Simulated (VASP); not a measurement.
# Fe (P6_3/mmc) in VASP: a series of runs

Runs on Fe. Level: PBEsol. Tasks: single point.

Program: VASP 6.6.1. These are calculated values, not measurements. Logs are shortened: lines on timing, memory, paths and dates and some standing lists are left out, and cuts for length are marked.

### 1 The cell of the first run

It takes space group P6_3/mmc (No. 194, hexagonal). Conventional cell: a = 2.450 Å, b = 2.450 Å, c = 3.867 Å, α = 90.00°, β = 90.00°, γ = 120.00°. Within 3.2 Å of Fe (site symmetry -6m2) lie 12 Fe at 2.40 to 2.45 Å.

This isn't the form of Fe at room conditions, which is bcc.

### 2 Single point, PBEsol (10.05 Å³/atom)

INCAR

```
PREC = Accurate
ENCUT = 520
EDIFF = 1E-7
ISMEAR = -1
SIGMA = 0.08
LREAL = False
LASPH = True
NELM = 80
ALGO = Normal
ISIF = 2
LWAVE = False
LCHARG = False
GGA = PS
NBANDS = 15
```

KPOINTS

```
regular mesh
0
Gamma
  17 17 10
```

POSCAR

```
Fe
1.0
    2.4502783040      0.0000000000      0.0000000000
   -1.2251391520      2.1220032576      0.0000000000
    0.0000000000      0.0000000000      3.8673784861
Fe
2
Direct
    0.3333333333      0.6666666667      0.2500000000
    0.6666666667      0.3333333333      0.7500000000
```

Potentials or basis: VASP PAW PBE potentials, release 64 (Fe).

On the command line:

```sh
$ cat potpaw_PBE.64/Fe/POTCAR > POTCAR
$ mpirun -np 1 vasp_std > vasp.out
```

OUTCAR:

```text
PREC = Accurate
   ENCUT = 520
   EDIFF = 1E-7
   ISMEAR = -1
   LREAL = False
   LASPH = True
   NELM = 80
   ISIF = 2
   GGA = PS

 ion  position               nearest neighbor table
   1  0.333  0.667  0.250-   2 2.40   2 2.40   2 2.40   2 2.40   2 2.40   2 2.40
   2  0.667  0.333  0.750-   1 2.40   1 2.40   1 2.40   1 2.40   1 2.40   1 2.40

  LATTYP: Found a hexagonal cell.
 ALAT       =     2.4502783040
 C/A-ratio  =     1.5783425417

  Lattice vectors:

 A1 = (   2.4502783040,   0.0000000000,   0.0000000000)
 A2 = (  -1.2251391520,   2.1220032576,   0.0000000000)
 A3 = (   0.0000000000,   0.0000000000,   3.8673784861)

Analysis of symmetry for initial positions (statically):
=====================================================================
 Subroutine PRICEL returns:
 Original cell was already a primitive cell.

 Routine SETGRP: Setting up the symmetry group for a
 hexagonal supercell.

 Subroutine GETGRP returns: Found 24 space group operations
 (whereof 12 operations were pure point group operations)
 out of a pool of 24 trial point group operations.

The static configuration has the point symmetry D_3d.
 The point group associated with its full space group is D_6h.

Analysis of symmetry for dynamics (positions and initial velocities):
=====================================================================
 Subroutine PRICEL returns:
 Original cell was already a primitive cell.

 Routine SETGRP: Setting up the symmetry group for a
 hexagonal supercell.

 Subroutine GETGRP returns: Found 24 space group operations
 (whereof 12 operations were pure point group operations)
 out of a pool of 24 trial point group operations.

The dynamic configuration has the point symmetry D_3d.
 The point group associated with its full space group is D_6h.

 Subroutine INISYM returns: Found 24 space group operations
 (whereof 12 operations are pure point group operations),
 and found     1 'primitive' translations

----------------------------------------------------------------------------------------

                                     Primitive cell

  volume of cell :      20.1084

  direct lattice vectors                    reciprocal lattice vectors
     2.450278304  0.000000000  0.000000000     0.408116906  0.235626405  0.000000000
    -1.225139152  2.122003258  0.000000000     0.000000000  0.471252811  0.000000000
     0.000000000  0.000000000  3.867378486     0.000000000  0.000000000  0.258573089

  length of vectors
     2.450278304  2.450278304  3.867378486     0.471252811  0.471252811  0.258573089

  position of ions in fractional coordinates (direct lattice)
     0.333333333  0.666666667  0.250000000
     0.666666667  0.333333333  0.750000000

  ion indices of the primitive-cell ions
   primitive index   ion index
                 1           1
                 2           2

----------------------------------------------------------------------------------------

 KPOINTS: regular mesh

Automatic generation of k-mesh.
 Grid dimensions read from file:
 generate k-points for:   17   17   10

 Generating k-lattice:

  Cartesian coordinates                     Fractional coordinates (reciprocal lattice)
     0.024006877  0.013860377  0.000000000     0.058823529  0.000000000  0.000000000
     0.000000000  0.027720754  0.000000000     0.000000000  0.058823529  0.000000000
     0.000000000  0.000000000  0.025857309     0.000000000  0.000000000  0.100000000

  Length of vectors
     0.027720754  0.027720754  0.025857309

  Shift w.r.t. Gamma in fractional coordinates (k-lattice)
     0.000000000  0.000000000  0.000000000

 Subroutine IBZKPT returns following result:
 ===========================================

 Found    198 irreducible k-points:

 Following reciprocal coordinates:
            Coordinates               Weight
  0.000000  0.000000  0.000000      1.000000
  0.058824  0.000000  0.000000      6.000000
  0.117647  0.000000  0.000000      6.000000
  0.176471  0.000000  0.000000      6.000000
  0.235294  0.000000  0.000000      6.000000
  0.294118 -0.000000  0.000000      6.000000
[... 16 lines left out ...]
  0.411765  0.117647  0.000000     12.000000
  0.176471  0.176471  0.000000      6.000000
 [... further k-points ...]
   k-points           NKPTS =    198   k-points in BZ     NKDIM =    198   number of bands    NBANDS=     15
   number of dos      NEDOS =    301   number of ions     NIONS =      2
   total plane-waves  NPLWV =   9720
   dimension x,y,z NGX =    18 NGY =   18 NGZ =   30
   dimension x,y,z NGXF=    36 NGYF=   36 NGZF=   60
   ions per type =               2
   NGX,Y,Z   is equivalent  to a cutoff of  12.21, 12.21, 12.90 a.u.
   NGXF,Y,Z  is equivalent  to a cutoff of  24.43, 24.43, 25.79 a.u.
 SYSTEM =  unknown system
   PREC   = accura    normal or accurate (medium, high low for compatibility)
   ISTART =      0    job   : 0-new  1-cont  2-samecut
   ICHARG =      2    charge: 1-file 2-atom 10-const
   ISPIN  =      1    spin polarized calculation?
   LNONCOLLINEAR =      F non collinear calculations
   LSORBIT =      F    spin-orbit coupling
   LASPH  =      T    aspherical Exc in radial PAW
   ENCUT  =  520.0 eV  38.22 Ry    6.18 a.u.   4.56  4.56  7.19*2*pi/ulx,y,z
   NELM   =     80;   NELMIN=  2; NELMDL= -5     # of ELM steps
   EDIFF  = 0.1E-06   stopping-criterion for ELM
   LREAL  =      F    real-space projection
   EDIFFG = 0.1E-05   stopping-criterion for IOM
   NSW    =      0    number of steps for IOM
   IBRION =     -1    ionic relax: 0-MD 1-quasi-New 2-CG
   NFREE  =      0    steps in history (QN), initial steepest desc. (CG)
   ISIF   =      2    stress and relaxation
   ISYM   =      2    0-nonsym 1-usesym 2-fastsym
   POTIM  = 0.5000    time-step for ionic-motion
   TEBEG  =    0.0;   TEEND  =   0.0 temperature during run
   PSTRESS=    0.0 pullay stress
   NELECT =      16.0000    total number of electrons
   NUPDOWN=      -1.0000    fix difference up-down
   EMIN   =  10.00;   EMAX   =-10.00  energy-range for DOS
   EFERMI =   0.00;   METHOD = LEGACY
   ISMEAR =    -1;   SIGMA  =   0.08  broadening in eV -4-tet -1-fermi 0-gaus
   EFERMI_NEDOS =   21; number of points for ismear=-14 and -15
   IALGO  =     38    algorithm
   IMIX   =      4    mixing-type and parameters
     AMIX     =   0.40;   BMIX     =  1.00
     AMIX_MAG =   1.60;   BMIX_MAG =  1.00
  volume/ion in A,a.u.               =      10.05        67.85
  Fermi-wavevector in a.u.,A,eV,Ry     =   1.517011  2.866735 31.311399  2.301323
  Thomas-Fermi vector in A             =   2.626324
   LORBIT       =      0    0 simple, 1 ext, 2 COOP (PROOUT), +10 PAW based schemes
   GGA     = PS    functional components
   LHFCALC =     F    Hartree Fock is set to
   AEXX    =    0.0000 exact exchange contribution
   IVDW    =     0    specifies the selected vdW correction
   LEPSILON=     F    determine dielectric tensor
   LRPA    =     F    only Hartree local field effects (RPA)
 non-spin polarized calculation
  energy-cutoff  :      520.00
  volume of cell :       20.11
 maximum number of plane-waves:       556
   NGX =  9   NGY =  9   NGZ = 15

 number of electron      16.0000009 magnetization

 Free energy of the ion-electron system (eV)
  ---------------------------------------------------
  ext. energy  EPLUGINS =         0.00000000
  ---------------------------------------------------
  free energy    TOTEN  =       -17.88392402 eV

  energy without entropy =      -17.82917201  energy(sigma->0) =      -17.85654802

 E-fermi :   6.8978     XC(G=0): -14.0309

 val. band max:        6.8972919515   @ k =   0.2941  -0.0000   0.2000
 cond. band min:       6.9039541675   @ k =   0.2941  -0.0000   0.1000
 fundamental gap:      0.0066622159
 Fermi energy:         6.8977667604

 k-point     1 :       0.0000    0.0000    0.0000
  band No.  band energies     occupation
      1      -2.1411      2.00000
      2       1.8571      2.00000
      3       5.2041      2.00000
      4       5.2041      2.00000
      5       5.3460      2.00000
      6       5.6844      2.00000
      7       5.6844      2.00000
      8       6.0268      1.99996
      9       6.0268      1.99996
     10       7.4287      0.00262
     11       7.6276      0.00022
     12       7.6276      0.00022
     13      15.8057      0.00000
     14      28.8732      0.00000
     15      32.5769      0.00000

 k-point     2 :       0.0588    0.0000    0.0000
  band No.  band energies     occupation
      1      -2.0109      2.00000
      2       1.9426      2.00000
      3       5.0178      2.00000
      4       5.2781      2.00000
      5       5.5028      2.00000
      6       5.6472      2.00000
      7       5.7491      2.00000
      8       5.9345      1.99999
      9       5.9752      1.99998
     10       6.5845      1.96095
     11       7.6529      0.00016
     12       8.6378      0.00000
     13      15.8118      0.00000
     14      28.3665      0.00000
     15      30.9667      0.00000

 k-point     3 :       0.1176    0.0000    0.0000
  band No.  band energies     occupation
      1      -1.6282      2.00000
      2       2.1787      2.00000
      3       4.7353      2.00000
      4       5.4208      2.00000
      5       5.4943      2.00000
      6       5.5202      2.00000
      7       5.7486      2.00000
      8       5.8368      2.00000
      9       5.9372      1.99999
     10       6.1144      1.99989
     11       7.7162      0.00007
     12       9.8458      0.00000
     13      15.8345      0.00000
     14      26.5525      0.00000
     15      29.8165      0.00000

 k-point     4 :       0.1765    0.0000    0.0000
  band No.  band energies     occupation
      1      -1.0184      2.00000
      2       2.4955      2.00000
      3       4.4383      2.00000
      4       4.6868      2.00000
      5       5.3851      2.00000
      6       5.6466      2.00000
      7       5.8344      2.00000
      8       5.9361      1.99999
      9       6.0315      1.99996
     10       6.2307      1.99952
     11       7.7933      0.00003
     12      11.1433      0.00000
     13      15.8829      0.00000
     14      24.0845      0.00000
     15      28.0777      0.00000
[... 307 lines left out ...]
 k-point    22 :       0.3529    0.1176    0.0000
  band No.  band energies     occupation
      1       2.2677      2.00000
      2       2.6978      2.00000
      3       2.8349      2.00000
      4       4.1970      2.00000
      5       4.8384      2.00000
      6       5.3739      2.00000
      7       5.7285      2.00000
      8       7.3697      0.00547
      9       7.6979      0.00009
     10       7.9164      0.00001
     11       8.9664      0.00000
     12      13.9286      0.00000
     13      17.3208      0.00000
     14      18.5517      0.00000
     15      20.6186      0.00000

 k-point    23 :       0.4118    0.1176    0.0000
  band No.  band energies     occupation
      1       2.4822      2.00000
      2       2.6017      2.00000
      3       2.7134      2.00000
      4       4.4187      2.00000
      5       4.8202      2.00000
      6       5.2799      2.00000
      7       5.8404      2.00000
      8       7.6754      0.00012
      9       7.7953      0.00003
     10       7.9242      0.00001
     11       9.8694      0.00000
     12      12.4116      0.00000
     13      18.5541      0.00000
     14      19.1815      0.00000
     15      20.1435      0.00000

 k-point    24 :       0.1765    0.1765    0.0000
  band No.  band energies     occupation
      1       0.8936      2.00000
      2       3.1630      2.00000
      3       3.4980      2.00000
      4       3.6819      2.00000
      5       4.9628      2.00000
      6       5.3615      2.00000
      7       5.7571      2.00000
      8       6.4214      1.99483
      9       7.0082      0.40200
     10       7.5418      0.00064
     11       7.8468      0.00001
     12      14.3039      0.00000
     13      16.2366      0.00000
     14      20.3903      0.00000
     15      21.1447      0.00000

 [... further k-points ...]

------------------------ aborting loop because EDIFF is reached ----------------------------------------

  FORCE on cell =-STRESS in cart. coord.  units (eV):
  Direction    XX          YY          ZZ          XY          YZ          ZX
  --------------------------------------------------------------------------------------
  -------------------------------------------------------------------------------------
  Total       -0.9686968     -0.9686968     -0.9091628      0.0000000      0.0000000      0.0000000
  in kB      -77.1827582    -77.1827582    -72.4392731      0.0000000      0.0000000      0.0000000
  external PRESSURE =     -75.6015965 kB  Pullay stress =       0.0000000 kB

 VOLUME and BASIS-vectors are now :
 -----------------------------------------------------------------------------
  energy-cutoff  :      520.00
  volume of cell :       20.11
      direct lattice vectors                 reciprocal lattice vectors
     2.450278304  0.000000000  0.000000000     0.408116906  0.235626405  0.000000000
    -1.225139152  2.122003258  0.000000000     0.000000000  0.471252811  0.000000000
     0.000000000  0.000000000  3.867378486     0.000000000  0.000000000  0.258573089

 POSITION                                       TOTAL-FORCE (eV/Angst)
 -----------------------------------------------------------------------------------
     -0.00000      1.41467      0.96684        -0.000000      0.000000      0.000000
      1.22514      0.70733      2.90053         0.000000      0.000000      0.000000
 -----------------------------------------------------------------------------------
    total drift:                                0.000000     -0.000000     -0.000000

  FREE ENERGIE OF THE ION-ELECTRON SYSTEM (eV)
  ---------------------------------------------------
  free  energy   TOTEN  =       -17.8839240175 eV

  energy  without entropy=      -17.8291720140  energy(sigma->0) =      -17.85654802
```

Run time: 2 min. Hardware: 1 thread of Intel Xeon 8259CL, shared host; peak memory 0.16 GiB.

Results:

| Property | Result |
| --- | --- |
| Free energy | -17.8839 eV |
| Pressure | -7.6 GPa |
| Band gap on the k mesh | zero (bands 8 and 9 overlap by 1.86 eV) |

Caveat: the cell stands under tension; the PAW data sets were made with another functional, which shifts forces and pressure a little; the run has no spin polarisation, though such a crystal can be magnetic. Spin polarisation is off, so any magnetic state and its effect on volume and gap are missing.

(Part 1 of 2 ends here.)
